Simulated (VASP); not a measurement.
# MgO (P1) in VASP: notebook

MgO is run at these levels: PBEsol; tasks: single point.

All numbers are computed with VASP 6.6.1; they aren't measurements. Logs are shortened: lines on timing, memory, paths and dates and some standing lists are left out, and cuts for length are marked.

## Step 1: The cell of the first run

The typed cell holds 8 atoms: a = 3.255 Å, b = 3.255 Å, c = 10.415 Å, α = 90.00°, β = 90.00°, γ = 120.00°.

## Step 2: Single point, PBEsol (atom 6 (O) moved by -0.520 Å along [1 0 0] and +0.650 Å along [0 0 1])

The input, INCAR:

```
ALGO = Normal
EDIFF = 1E-6
ENCUT = 520
GGA = PS
ISIF = 2
ISMEAR = 0
LASPH = T
LCHARG = T
LELF = T
LREAL = F
LVHAR = T
LWAVE = F
NBANDS = 26
NELM = 80
PREC = Accurate
SIGMA = 0.05
```

The input, KPOINTS:

```
k-points
0
Gamma
  9 9 4
```

The input, POSCAR:

```
MgO
1.0
    3.2553371795      0.0000000000      0.0000000000
   -1.6276685897      2.8192046953      0.0000000000
    0.0000000000      0.0000000000     10.4149514991
Mg O
4 4
Direct
    0.3333333333      0.6666666667      0.9695963559
    0.0000000000      0.0000000000      0.2209473890
    0.0000000000      0.0000000000      0.7209473890
    0.6666666667      0.3333333333      0.4695963559
    0.3333333333      0.6666666667      0.7799156657
   -0.1597376773      0.0000000000      0.5919490456
    0.0000000000      0.0000000000      0.0295387694
    0.6666666667      0.3333333333      0.2799156657
```

Potentials or basis: VASP PAW PBE potentials, release 64 (Mg, O).

Started as:

```sh
cat potpaw_PBE.64/Mg/POTCAR potpaw_PBE.64/O/POTCAR > POTCAR
mpirun -np 1 vasp_std > vasp.out
```

OUTCAR:

```text
EDIFF = 1E-6
   ENCUT = 520
   GGA = PS
   ISIF = 2
   ISMEAR = 0
   LASPH = T
   LREAL = F
   NELM = 80
   PREC = Accurate

 ion  position               nearest neighbor table
   1  0.333  0.667  0.970-   5 1.98   7 1.98   7 1.98   7 1.98   3 3.20   3 3.20   3 3.20   2 3.22
                             2 3.22   2 3.22
   2  0.000  0.000  0.221-   8 1.98   8 1.98   8 1.98   7 1.99   4 3.20   4 3.20   4 3.20   1 3.22
                             1 3.22   1 3.22
   3  0.000  0.000  0.721-   6 1.44   5 1.98   5 1.98   5 1.98   1 3.20   1 3.20   1 3.20   4 3.22
                             4 3.22   4 3.22
   4  0.667  0.333  0.470-   6 1.93   8 1.98   6 2.33   6 2.67   2 3.20   2 3.20   2 3.20   3 3.22
                             3 3.22   3 3.22
   5  0.333  0.667  0.780-   1 1.98   3 1.98   3 1.98   3 1.98
   6  0.840  0.000  0.592-   3 1.44   4 1.93   4 2.33   4 2.67
   7  0.000  0.000  0.030-   1 1.98   1 1.98   1 1.98   2 1.99
   8  0.667  0.333  0.280-   4 1.98   2 1.98   2 1.98   2 1.98

  LATTYP: Found a hexagonal cell.
 ALAT       =     3.2553371795
 C/A-ratio  =     3.1993464655

  Lattice vectors:

 A1 = (   3.2553371795,   0.0000000000,   0.0000000000)
 A2 = (  -1.6276685897,   2.8192046953,   0.0000000000)
 A3 = (   0.0000000000,   0.0000000000,  10.4149514991)

Analysis of symmetry for initial positions (statically):
=====================================================================
 Subroutine PRICEL returns:
 Original cell was already a primitive cell.

 Routine SETGRP: Setting up the symmetry group for a
 hexagonal supercell.

 Subroutine GETGRP returns: Found  1 space group operations
 (whereof  1 operations were pure point group operations)
 out of a pool of 24 trial point group operations.

The static configuration has the point symmetry C_1 .

Analysis of symmetry for dynamics (positions and initial velocities):
=====================================================================
 Subroutine PRICEL returns:
 Original cell was already a primitive cell.

 Routine SETGRP: Setting up the symmetry group for a
 hexagonal supercell.

 Subroutine GETGRP returns: Found  1 space group operations
 (whereof  1 operations were pure point group operations)
 out of a pool of 24 trial point group operations.

The dynamic configuration has the point symmetry C_1 .

 Subroutine INISYM returns: Found  1 space group operations
 (whereof  1 operations are pure point group operations),
 and found     1 'primitive' translations

----------------------------------------------------------------------------------------

                                     Primitive cell

  volume of cell :      95.5828

  direct lattice vectors                    reciprocal lattice vectors
     3.255337180  0.000000000  0.000000000     0.307187841  0.177354983  0.000000000
    -1.627668590  2.819204695  0.000000000     0.000000000  0.354709965  0.000000000
     0.000000000  0.000000000 10.414951499     0.000000000  0.000000000  0.096015810

  length of vectors
     3.255337180  3.255337179 10.414951499     0.354709965  0.354709965  0.096015810

  position of ions in fractional coordinates (direct lattice)
     0.333333333  0.666666667  0.969596356
     0.000000000  0.000000000  0.220947389
     0.000000000  0.000000000  0.720947389
     0.666666667  0.333333333  0.469596356
     0.333333333  0.666666667  0.779915666
     0.840262323  0.000000000  0.591949046
     0.000000000  0.000000000  0.029538769
     0.666666667  0.333333333  0.279915666

  ion indices of the primitive-cell ions
   primitive index   ion index
                 1           1
                 2           2
                 3           3
                 4           4
                 5           5
                 6           6
                 7           7
                 8           8

----------------------------------------------------------------------------------------

 KPOINTS: k-points

Automatic generation of k-mesh.
 Grid dimensions read from file:
 generate k-points for:    9    9    4

 Generating k-lattice:

  Cartesian coordinates                     Fractional coordinates (reciprocal lattice)
     0.034131982  0.019706109  0.000000000     0.111111111  0.000000000  0.000000000
     0.000000000  0.039412218  0.000000000     0.000000000  0.111111111  0.000000000
     0.000000000  0.000000000  0.024003952     0.000000000  0.000000000  0.250000000

  Length of vectors
     0.039412218  0.039412218  0.024003952

  Shift w.r.t. Gamma in fractional coordinates (k-lattice)
     0.000000000  0.000000000  0.000000000

 Subroutine IBZKPT returns following result:
 ===========================================

 Found    163 irreducible k-points:

 Following reciprocal coordinates:
            Coordinates               Weight
  0.000000  0.000000  0.000000      1.000000
  0.111111  0.000000  0.000000      2.000000
  0.000000  0.111111  0.000000      2.000000
 -0.111111  0.111111  0.000000      2.000000
  0.222222 -0.000000  0.000000      2.000000
  0.000000  0.222222  0.000000      2.000000
[... 16 lines left out ...]
  0.333333  0.111111  0.000000      2.000000
 -0.111111  0.444444  0.000000      2.000000
 [... further k-points ...]
   k-points           NKPTS =    163   k-points in BZ     NKDIM =    163   number of bands    NBANDS=     26
   number of dos      NEDOS =    301   number of ions     NIONS =      8
   total plane-waves  NPLWV =  46080
   dimension x,y,z NGX =    24 NGY =   24 NGZ =   80
   dimension x,y,z NGXF=    48 NGYF=   48 NGZF=  160
   ions per type =               4   4
   NGX,Y,Z   is equivalent  to a cutoff of  12.26, 12.26, 12.77 a.u.
   NGXF,Y,Z  is equivalent  to a cutoff of  24.51, 24.51, 25.54 a.u.
 SYSTEM =  unknown system
   PREC   = accura    normal or accurate (medium, high low for compatibility)
   ISTART =      0    job   : 0-new  1-cont  2-samecut
   ICHARG =      2    charge: 1-file 2-atom 10-const
   ISPIN  =      1    spin polarized calculation?
   LNONCOLLINEAR =      F non collinear calculations
   LSORBIT =      F    spin-orbit coupling
   LASPH  =      T    aspherical Exc in radial PAW
   ENCUT  =  520.0 eV  38.22 Ry    6.18 a.u.   6.05  6.05 19.36*2*pi/ulx,y,z
   NELM   =     80;   NELMIN=  2; NELMDL= -5     # of ELM steps
   EDIFF  = 0.1E-05   stopping-criterion for ELM
   LREAL  =      F    real-space projection
   EDIFFG = 0.1E-04   stopping-criterion for IOM
   NSW    =      0    number of steps for IOM
   IBRION =     -1    ionic relax: 0-MD 1-quasi-New 2-CG
   NFREE  =      0    steps in history (QN), initial steepest desc. (CG)
   ISIF   =      2    stress and relaxation
   ISYM   =      2    0-nonsym 1-usesym 2-fastsym
   POTIM  = 0.5000    time-step for ionic-motion
   TEBEG  =    0.0;   TEEND  =   0.0 temperature during run
   PSTRESS=    0.0 pullay stress
   NELECT =      32.0000    total number of electrons
   NUPDOWN=      -1.0000    fix difference up-down
   EMIN   =  10.00;   EMAX   =-10.00  energy-range for DOS
   EFERMI =   0.00;   METHOD = LEGACY
   ISMEAR =     0;   SIGMA  =   0.05  broadening in eV -4-tet -1-fermi 0-gaus
   EFERMI_NEDOS =   21; number of points for ismear=-14 and -15
   IALGO  =     38    algorithm
   IMIX   =      4    mixing-type and parameters
     AMIX     =   0.40;   BMIX     =  1.00
     AMIX_MAG =   1.60;   BMIX_MAG =  1.00
  volume/ion in A,a.u.               =      11.95        80.63
  Fermi-wavevector in a.u.,A,eV,Ry     =   1.136750  2.148146 17.581449  1.292200
  Thomas-Fermi vector in A             =   2.273455
   LORBIT       =      0    0 simple, 1 ext, 2 COOP (PROOUT), +10 PAW based schemes
   GGA     = PS    functional components
   LHFCALC =     F    Hartree Fock is set to
   AEXX    =    0.0000 exact exchange contribution
   IVDW    =     0    specifies the selected vdW correction
   LEPSILON=     F    determine dielectric tensor
   LRPA    =     F    only Hartree local field effects (RPA)
 non-spin polarized calculation
 Gauss-broadening in eV      SIGMA  =   0.05
  energy-cutoff  :      520.00
  volume of cell :       95.58
 maximum number of plane-waves:      2616
   NGX = 13   NGY = 13   NGZ = 39

 number of electron      32.0000016 magnetization

 Free energy of the ion-electron system (eV)
  ---------------------------------------------------
  ext. energy  EPLUGINS =         0.00000000
  ---------------------------------------------------
  free energy    TOTEN  =       -43.60794972 eV

  energy without entropy =      -43.60794972  energy(sigma->0) =      -43.60794972

 E-fermi :   2.6141     XC(G=0):  -9.9324

 val. band max:        2.3842270187   @ k =   0.0000   0.0000   0.0000
 cond. band min:       3.0654195093   @ k =   0.0000   0.0000   0.0000
 fundamental gap:      0.6811924906
 Fermi energy:         2.6140631640

 k-point     1 :       0.0000    0.0000    0.0000
  band No.  band energies     occupation
      1     -16.3690      2.00000
      2     -14.7463      2.00000
      3     -14.6640      2.00000
      4     -12.9490      2.00000
      5      -3.1831      2.00000
      6      -1.2601      2.00000
[... 18 lines left out ...]
     25      14.4272      0.00000
     26      15.6130      0.00000

 k-point     2 :       0.1111    0.0000    0.0000
  band No.  band energies     occupation
      1     -16.3196      2.00000
      2     -14.6951      2.00000
      3     -14.6136      2.00000
      4     -12.9195      2.00000
      5      -3.0749      2.00000
      6      -1.6416      2.00000
[... 18 lines left out ...]
     25      14.3550      0.00000
[... 608 lines left out ...]
     25      12.6095      0.00000
     26      13.4183      0.00000

 k-point    24 :      -0.1111    0.4444    0.0000
  band No.  band energies     occupation
      1     -15.9631      2.00000
      2     -14.3413      2.00000
      3     -14.2415      2.00000
      4     -12.6886      2.00000
      5      -3.1775      2.00000
      6      -2.3119      2.00000
[... 18 lines left out ...]
     25      12.8343      0.00000
     26      13.4500      0.00000

 [... further k-points ...]

------------------------ aborting loop because EDIFF is reached ----------------------------------------

  FORCE on cell =-STRESS in cart. coord.  units (eV):
  Direction    XX          YY          ZZ          XY          YZ          ZX
  --------------------------------------------------------------------------------------
  -------------------------------------------------------------------------------------
  Total        4.0151852      0.3023666     23.8167458      0.8957190     -1.2982229      9.8848134
  in kB       67.3032948      5.0683266    399.2208023     15.0142107    -21.7610576    165.6911144
  external PRESSURE =     157.1974746 kB  Pullay stress =       0.0000000 kB

 VOLUME and BASIS-vectors are now :
 -----------------------------------------------------------------------------
  energy-cutoff  :      520.00
  volume of cell :       95.58
      direct lattice vectors                 reciprocal lattice vectors
     3.255337180  0.000000000  0.000000000     0.307187841  0.177354983  0.000000000
    -1.627668590  2.819204695  0.000000000     0.000000000  0.354709965  0.000000000
     0.000000000  0.000000000 10.414951499     0.000000000  0.000000000  0.096015810

 POSITION                                       TOTAL-FORCE (eV/Angst)
 -----------------------------------------------------------------------------------
     -0.00000      1.87947     10.09830        -0.001376      0.000414     -1.099143
      0.00000      0.00000      2.30116        -0.014678      0.000661     -1.138052
      0.00000      0.00000      7.50863         6.969950      0.021436     19.055901
      1.62767      0.93973      4.89082        -0.719503      0.628943      2.329234
     -0.00000      1.87947      8.12278        -0.288633     -0.227261      1.660648
      2.73534      0.00000      6.16512        -5.911222     -0.445666    -22.977096
      0.00000      0.00000      0.30764         0.001521     -0.000839      1.138013
      1.62767      0.93973      2.91531        -0.036059      0.022311      1.030495
 -----------------------------------------------------------------------------------
    total drift:                               -0.000398      0.000010     -0.002311

  FREE ENERGIE OF THE ION-ELECTRON SYSTEM (eV)
  ---------------------------------------------------
  free  energy   TOTEN  =       -43.6079497176 eV

  energy  without entropy=      -43.6079497176  energy(sigma->0) =      -43.60794972
```

Wall time 3.3 min (1 thread of Intel Xeon Platinum 8488C (Sapphire Rapids), shared host); peak memory 0.42 GiB.

Results:

| Item | Value |
| --- | --- |
| Free energy | -43.6079 eV |
| Pressure | 15.7 GPa |
| Largest force | 23.729 eV/Å |
| Band gap on the k mesh | 0.68 eV, direct |

Forces in eV/Å, atoms in the order of the input:
```
Mg   -0.001   0.000  -1.099
Mg   -0.015   0.001  -1.138
Mg    6.970   0.021  19.056
Mg   -0.720   0.629   2.329
O    -0.289  -0.227   1.661
O    -5.911  -0.446 -22.977
O     0.002  -0.001   1.138
O    -0.036   0.022   1.030
```

Caveat: the cell differs from its parent crystal (atom 6 (O) moved by -0.520 Å along [1 0 0] and +0.650 Å along [0 0 1]); the PAW data sets were made with another functional, which shifts forces and pressure a little.

## Step 3: Single point, PBEsol (atom 6 (O) moved by -0.390 Å along [1 0 0] and +0.130 Å along [0 0 1])

The input, INCAR:

```
PREC = Accurate
ENCUT = 520
EDIFF = 1E-6
ISMEAR = 0
SIGMA = 0.05
LREAL = False
LASPH = True
NELM = 60
ALGO = Normal
ISIF = 2
LWAVE = False
LCHARG = False
GGA = PS
NBANDS = 26
```

The input, KPOINTS:

```
Automatic mesh
0
Gamma
  9 9 4
```

POSCAR, as its differences from that of step 2:

```diff
@@ -13,3 +13,3 @@
     0.3333333333      0.6666666667      0.7799156657
-   -0.1597376773      0.0000000000      0.5919490456
+   -0.1198032580      0.0000000000      0.5420208246
     0.0000000000      0.0000000000      0.0295387694
```

Potentials or basis: VASP PAW PBE potentials, release 64 (Mg, O).

Started as:

```sh
cat potpaw_PBE.64/Mg/POTCAR potpaw_PBE.64/O/POTCAR > POTCAR
mpirun -np 1 vasp_std > vasp.out
```

Run time: 4.2 min. Hardware: 1 thread of AMD EPYC 9R45 (Zen 5), shared host; peak memory 0.4 GiB.

The run converged. Its results:

| Quantity | Value |
| --- | --- |
| Free energy | -48.2058 eV |
| Pressure | 2.7 GPa |
| Largest force | 4.079 eV/Å |
| Band gap on the k mesh | 2.99 eV, direct |

Forces on the atoms (eV/Å):
```
Mg  -0.003 -0.002 -0.278
Mg  -0.027  0.000 -0.306
Mg  -0.049  0.000  0.686
Mg  -3.274  2.086 -0.686
O   -0.094 -0.054  0.340
O    3.511 -2.053 -0.307
O    0.001  0.000  0.289
O   -0.065  0.024  0.262
```

Stress tensor (GPa, compression positive):
```
 2.99 -3.70  4.03
-3.70  1.49 -3.00
 4.03 -3.00  3.50
```

Levels at points of the mesh, in eV from the valence-band top:
| k point | band 12 | band 13 | band 14 | band 15 | band 16 | band 17 | band 18 | band 19 | band 20 | band 21 |
| --- | --- | --- | --- | --- | --- | --- | --- | --- | --- | --- |
| (0.00, 0.00, 0.00) | -0.58 | -0.37 | -0.26 | -0.19 | 0.00 | 2.99 | 5.35 | 5.52 | 8.10 | 9.27 |
| (0.00, 0.00, 0.50) | -0.58 | -0.58 | -0.30 | -0.19 | -0.02 | 3.60 | 4.13 | 6.95 | 7.02 | 10.37 |

Caveat: the cell differs from its parent crystal (atom 6 (O) moved by -0.390 Å along [1 0 0] and +0.130 Å along [0 0 1]); the PAW data sets were made with another functional, which shifts forces and pressure a little. A k mesh can miss the band edges.
